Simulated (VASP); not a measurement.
# CdCu3O4 (P-43m) in VASP: single point with PBE

Aim: the single point of CdCu3O4 with PBE.

All numbers are computed with VASP 6.6.1; they aren't measurements. Logs are shortened: lines on timing, memory, paths and dates and some standing lists are left out, and cuts for length are marked.

### 1 The cell of the first run

It takes space group P-43m (No. 215, cubic). The conventional cell has a = 5.070 Å, b = 5.070 Å, c = 5.070 Å, α = 90.00°, β = 90.00°, γ = 90.00°. Within 2.8 Å of Cd (site symmetry -43m) lie 4 O at 2.12 Å and 6 Cu at 2.53 Å. Cu (site symmetry -42m) has 4 O at 2.17 Å and 2 Cd at 2.53 Å within 2.9 Å. Within 2.8 Å of O (site symmetry 3m) lie 1 Cd at 2.12 Å and 3 Cu at 2.17 Å.

### 2 Single point, PBE, collinear spin, ferromagnetic start

File INCAR:

```
SYSTEM = CdCu3O4
PREC     = Accurate       ! precision mode
ENCUT    = 820            ! plane-wave cutoff, eV
EDIFF    = 1E-6           ! SCF threshold, eV
ISMEAR   = 0              ! smearing method
SIGMA    = 0.1            ! smearing width, eV
LREAL    = .False.        ! projectors in reciprocal space
LASPH    = .True.         ! aspherical terms in the spheres
NELM     = 200            ! most SCF steps
ALGO     = Normal         ! electronic algorithm
ISIF     = 2              ! what is computed and relaxed
LWAVE    = .False.        ! write WAVECAR
LCHARG   = .False.        ! write CHGCAR
ISPIN    = 2              ! spin polarisation
MAGMOM   = 0 0.5 0.5 0.5 0.34 0.34 0.34 0.34 ! initial moments
LORBIT   = 11             ! projections on sites
LMAXMIX  = 4              ! l up to which the mixer works
GGA      = PE             ! functional
NBANDS   = 64             ! bands
GGA_COMPAT= .False.
```

File KPOINTS:

```
Automatic mesh
0
Gamma
  4 4 4
  0 0 0
```

File POSCAR:

```
CdCu3O4
1.0
    5.0696974843      0.0000000000      0.0000000000
    0.0000000000      5.0696974843      0.0000000000
    0.0000000000      0.0000000000      5.0696974843
Cd Cu O
1 3 4
Direct
    0.0000000000      0.0000000000      0.0000000000
    0.5000000000      0.0000000000      0.0000000000
    0.0000000000      0.5000000000      0.0000000000
    0.0000000000      0.0000000000      0.5000000000
    0.2417239686      0.2417239686      0.2417239686
    0.2417239686      0.7582760314      0.7582760314
    0.7582760314      0.7582760314      0.2417239686
    0.7582760314      0.2417239686      0.7582760314
```

Potentials or basis: VASP PAW PBE potentials, release 64 (Cd_sv_GW, Cu_sv_GW, O).

Run with:

```
> cat potpaw_PBE.64/Cd_sv_GW/POTCAR potpaw_PBE.64/Cu_sv_GW/POTCAR potpaw_PBE.64/O/POTCAR > POTCAR
> mpirun -np 1 vasp_std > vasp.out
```

OUTCAR:

```text
SYSTEM = CdCu3O4
   PREC = Accurate
   ENCUT = 820
   EDIFF = 1E-6
   ISMEAR = 0
   LREAL = .False.
   LASPH = .True.
   NELM = 200
   ISIF = 2
   ISPIN = 2
   LORBIT = 11
   GGA = PE

 ion  position               nearest neighbor table
   1  0.000  0.000  0.000-   5 2.12   6 2.12   7 2.12   8 2.12   3 2.53   4 2.53   2 2.53   4 2.53
                             3 2.53   2 2.53
   2  0.500  0.000  0.000-   5 2.17   6 2.17   7 2.17   8 2.17   1 2.53   1 2.53
   3  0.000  0.500  0.000-   5 2.17   6 2.17   7 2.17   8 2.17   1 2.53   1 2.53
   4  0.000  0.000  0.500-   5 2.17   6 2.17   7 2.17   8 2.17   1 2.53   1 2.53
   5  0.242  0.242  0.242-   1 2.12   2 2.17   3 2.17   4 2.17
   6  0.242  0.758  0.758-   1 2.12   2 2.17   3 2.17   4 2.17
   7  0.758  0.758  0.242-   1 2.12   2 2.17   3 2.17   4 2.17
   8  0.758  0.242  0.758-   1 2.12   2 2.17   3 2.17   4 2.17

  LATTYP: Found a simple cubic cell.
 ALAT       =     5.0696974843

  Lattice vectors:

 A1 = (   5.0696974843,   0.0000000000,   0.0000000000)
 A2 = (   0.0000000000,   5.0696974843,   0.0000000000)
 A3 = (   0.0000000000,   0.0000000000,   5.0696974843)

Analysis of symmetry for initial positions (statically):
=====================================================================
 Subroutine PRICEL returns:
 Original cell was already a primitive cell.

 Routine SETGRP: Setting up the symmetry group for a
 simple cubic supercell.

 Subroutine GETGRP returns: Found 24 space group operations
 (whereof 24 operations were pure point group operations)
 out of a pool of 48 trial point group operations.

The static configuration has the point symmetry T_d .

Analysis of symmetry for dynamics (positions and initial velocities):
=====================================================================
 Subroutine PRICEL returns:
 Original cell was already a primitive cell.

 Routine SETGRP: Setting up the symmetry group for a
 simple cubic supercell.

 Subroutine GETGRP returns: Found 24 space group operations
 (whereof 24 operations were pure point group operations)
 out of a pool of 48 trial point group operations.

The dynamic configuration has the point symmetry T_d .

Analysis of structural, dynamic, and magnetic symmetry:
=====================================================================
 Subroutine PRICEL returns:
 Original cell was already a primitive cell.

 Routine SETGRP: Setting up the symmetry group for a
 simple cubic supercell.

 Subroutine GETGRP returns: Found 24 space group operations
 (whereof 24 operations were pure point group operations)
 out of a pool of 48 trial point group operations.

The overall configuration has the point symmetry T_d .

 Subroutine INISYM returns: Found 24 space group operations
 (whereof 24 operations are pure point group operations),
 and found     1 'primitive' translations

----------------------------------------------------------------------------------------

                                     Primitive cell

  volume of cell :     130.3005

  direct lattice vectors                    reciprocal lattice vectors
     5.069697484  0.000000000  0.000000000     0.197250428  0.000000000  0.000000000
     0.000000000  5.069697484  0.000000000     0.000000000  0.197250428  0.000000000
     0.000000000  0.000000000  5.069697484     0.000000000  0.000000000  0.197250428

  length of vectors
     5.069697484  5.069697484  5.069697484     0.197250428  0.197250428  0.197250428

  position of ions in fractional coordinates (direct lattice)
     0.000000000  0.000000000  0.000000000
     0.500000000  0.000000000  0.000000000
     0.000000000  0.500000000  0.000000000
[... 53 lines left out ...]
  0.500000  0.500000  0.250000      6.000000
  0.500000  0.500000  0.500000      1.000000
   k-points           NKPTS =     10   k-points in BZ     NKDIM =     10   number of bands    NBANDS=     64
   number of dos      NEDOS =    301   number of ions     NIONS =      8
   total plane-waves  NPLWV = 110592
   dimension x,y,z NGX =    48 NGY =   48 NGZ =   48
   dimension x,y,z NGXF=    96 NGYF=   96 NGZF=   96
   ions per type =               1   3   4
   NGX,Y,Z   is equivalent  to a cutoff of  15.74, 15.74, 15.74 a.u.
   NGXF,Y,Z  is equivalent  to a cutoff of  31.48, 31.48, 31.48 a.u.
 SYSTEM =  CdCu3O4
   PREC   = accura    normal or accurate (medium, high low for compatibility)
   ISTART =      0    job   : 0-new  1-cont  2-samecut
   ICHARG =      2    charge: 1-file 2-atom 10-const
   ISPIN  =      2    spin polarized calculation?
   LNONCOLLINEAR =      F non collinear calculations
   LSORBIT =      F    spin-orbit coupling
   LASPH  =      T    aspherical Exc in radial PAW
   ENCUT  =  820.0 eV  60.27 Ry    7.76 a.u.  11.84 11.84 11.84*2*pi/ulx,y,z
   NELM   =    200;   NELMIN=  2; NELMDL= -5     # of ELM steps
   EDIFF  = 0.1E-05   stopping-criterion for ELM
   LREAL  =      F    real-space projection
   EDIFFG = 0.1E-04   stopping-criterion for IOM
   NSW    =      0    number of steps for IOM
   IBRION =     -1    ionic relax: 0-MD 1-quasi-New 2-CG
   NFREE  =      0    steps in history (QN), initial steepest desc. (CG)
   ISIF   =      2    stress and relaxation
   ISYM   =      2    0-nonsym 1-usesym 2-fastsym
   POTIM  = 0.5000    time-step for ionic-motion
   TEBEG  =    0.0;   TEEND  =   0.0 temperature during run
   PSTRESS=    0.0 pullay stress
   NELECT =     101.0000    total number of electrons
   NUPDOWN=      -1.0000    fix difference up-down
   EMIN   =  10.00;   EMAX   =-10.00  energy-range for DOS
   EFERMI =   0.00;   METHOD = LEGACY
   ISMEAR =     0;   SIGMA  =   0.10  broadening in eV -4-tet -1-fermi 0-gaus
   EFERMI_NEDOS =   21; number of points for ismear=-14 and -15
   IALGO  =     38    algorithm
   IMIX   =      4    mixing-type and parameters
     AMIX     =   0.40;   BMIX     =  1.00
     AMIX_MAG =   1.60;   BMIX_MAG =  1.00
  volume/ion in A,a.u.               =      16.29       109.91
  Fermi-wavevector in a.u.,A,eV,Ry     =   1.503834  2.841834 30.769804  2.261517
  Thomas-Fermi vector in A             =   2.614893
   LORBIT       =     11    0 simple, 1 ext, 2 COOP (PROOUT), +10 PAW based schemes
   GGA     = PE    functional components
   LHFCALC =     F    Hartree Fock is set to
   AEXX    =    0.0000 exact exchange contribution
   IVDW    =     0    specifies the selected vdW correction
   LEPSILON=     F    determine dielectric tensor
   LRPA    =     F    only Hartree local field effects (RPA)
 spin polarized calculation
 Gauss-broadening in eV      SIGMA  =   0.10
  energy-cutoff  :      820.00
  volume of cell :      130.30
 maximum number of plane-waves:      6984
 NGX is ok and might be reduce to    48
   NGX = 23   NGY = 23   NGZ = 23

 number of electron     100.9999928 magnetization       2.9922937

 Free energy of the ion-electron system (eV)
  ---------------------------------------------------
  ext. energy  EPLUGINS =         0.00000000
  ---------------------------------------------------
  free energy    TOTEN  =       -30.96259627 eV

  energy without entropy =      -30.92747053  energy(sigma->0) =      -30.94503340

 E-fermi :   1.0639     XC(G=0):  -9.4301

 val. band max:        1.0622141460   @ k =   0.5000   0.5000   0.2500
 cond. band min:       1.0671454413   @ k =   0.5000   0.5000   0.5000
 fundamental gap:      0.0049312953
 Fermi energy:         1.0639117198

 spin component 1

 k-point     1 :       0.0000    0.0000    0.0000
  band No.  band energies     occupation
      1    -110.9673      1.00000
      2    -110.9670      1.00000
      3    -110.9670      1.00000
      4    -100.4276      1.00000
      5     -68.3779      1.00000
      6     -68.3779      1.00000
[... 639 lines left out ...]
     61      12.8476      0.00000
     62      12.8495      0.00000
 Fermi energy:         1.0639117198

 spin component 2

 k-point     1 :       0.0000    0.0000    0.0000
  band No.  band energies     occupation
      1    -110.3585      1.00000
      2    -110.3581      1.00000
      3    -110.3581      1.00000
      4    -100.3827      1.00000
      5     -67.8284      1.00000
      6     -67.8284      1.00000
[... 639 lines left out ...]
     61      12.9111      0.00000
     62      12.9150      0.00000
 [bands above 62 left out]

------------------------ aborting loop because EDIFF is reached ----------------------------------------

  FORCE on cell =-STRESS in cart. coord.  units (eV):
  Direction    XX          YY          ZZ          XY          YZ          ZX
  --------------------------------------------------------------------------------------
  -------------------------------------------------------------------------------------
  Total       -0.2953071     -0.2953071     -0.2953071      0.0000000     -0.0000000      0.0000000
  in kB       -3.6311010     -3.6311010     -3.6311010      0.0000000     -0.0000000      0.0000000
  external PRESSURE =      -3.6311010 kB  Pullay stress =       0.0000000 kB

 VOLUME and BASIS-vectors are now :
 -----------------------------------------------------------------------------
  energy-cutoff  :      820.00
  volume of cell :      130.30
      direct lattice vectors                 reciprocal lattice vectors
     5.069697484  0.000000000  0.000000000     0.197250428  0.000000000  0.000000000
     0.000000000  5.069697484  0.000000000     0.000000000  0.197250428  0.000000000
     0.000000000  0.000000000  5.069697484     0.000000000  0.000000000  0.197250428

 POSITION                                       TOTAL-FORCE (eV/Angst)
 -----------------------------------------------------------------------------------
      0.00000      0.00000      0.00000         0.000000     -0.000000      0.000000
      2.53485      0.00000      0.00000         0.000000     -0.000000      0.000000
      0.00000      2.53485      0.00000         0.000000     -0.000000      0.000000
      0.00000      0.00000      2.53485        -0.000000     -0.000000      0.000000
      1.22547      1.22547      1.22547         0.013217      0.013217      0.013217
      1.22547      3.84423      3.84423         0.013217     -0.013217     -0.013217
      3.84423      3.84423      1.22547        -0.013217     -0.013217      0.013217
      3.84423      1.22547      3.84423        -0.013217      0.013217     -0.013217
 -----------------------------------------------------------------------------------
    total drift:                               -0.000000     -0.000000     -0.000000

  FREE ENERGIE OF THE ION-ELECTRON SYSTEM (eV)
  ---------------------------------------------------
  free  energy   TOTEN  =       -30.9625962697 eV

  energy  without entropy=      -30.9274705274  energy(sigma->0) =      -30.94503340

 total charge

# of ion       s       p       d       f       tot
--------------------------------------------------
    1        2.290   6.341   9.194   0.027  17.852
    2        2.199   6.244   8.900   0.005  17.347
    3        2.199   6.244   8.900   0.005  17.347
    4        2.199   6.244   8.900   0.005  17.347
    5        1.580   3.251   0.000   0.000   4.831
    6        1.580   3.251   0.000   0.000   4.831
    7        1.580   3.251   0.000   0.000   4.831
    8        1.580   3.251   0.000   0.000   4.831
--------------------------------------------------
tot         15.207  38.076  35.894   0.041  89.218

 magnetization (x)

# of ion       s       p       d       f       tot
--------------------------------------------------
    1       -0.011  -0.012   0.048   0.001   0.027
    2       -0.008   0.004   0.488   0.000   0.484
    3       -0.008   0.004   0.488   0.000   0.484
    4       -0.008   0.004   0.488   0.000   0.484
    5        0.004   0.339   0.000   0.000   0.343
    6        0.004   0.339   0.000   0.000   0.343
    7        0.004   0.339   0.000   0.000   0.343
    8        0.004   0.339   0.000   0.000   0.343
--------------------------------------------------
tot         -0.017   1.355   1.511   0.002   2.851
```

Run time: 8.4 min. Hardware: 1 thread of Intel Xeon Platinum 8559C (Emerald Rapids), shared host; peak memory 0.58 GiB.

Results:

| Property | Result |
| --- | --- |
| Free energy | -30.9626 eV |
| Pressure | -0.4 GPa |
| Largest force | 0.023 eV/Å |
| Band gap on the k mesh | zero (filled and empty bands overlap) |
| Net moment | 2.99 μB per cell |
| Site moments | Cd +0.03; Cu +0.48; O +0.34 μB |
| Valence electrons inside the program's atomic spheres | Cd 17.85; Cu 17.35; O 4.83 |

Forces in eV/Å, atoms in the order of the input:
```
Cd   0.000  0.000  0.000
Cu   0.000  0.000  0.000
Cu   0.000  0.000  0.000
Cu   0.000  0.000  0.000
O    0.013  0.013  0.013
O    0.013 -0.013 -0.013
O   -0.013 -0.013  0.013
O   -0.013  0.013 -0.013
```

Caveat: semilocal functionals underestimate gaps, and a narrow one can read as zero; semilocal functionals often make such compounds metallic where correlation or magnetic order opens a gap, which also shifts bond lengths.
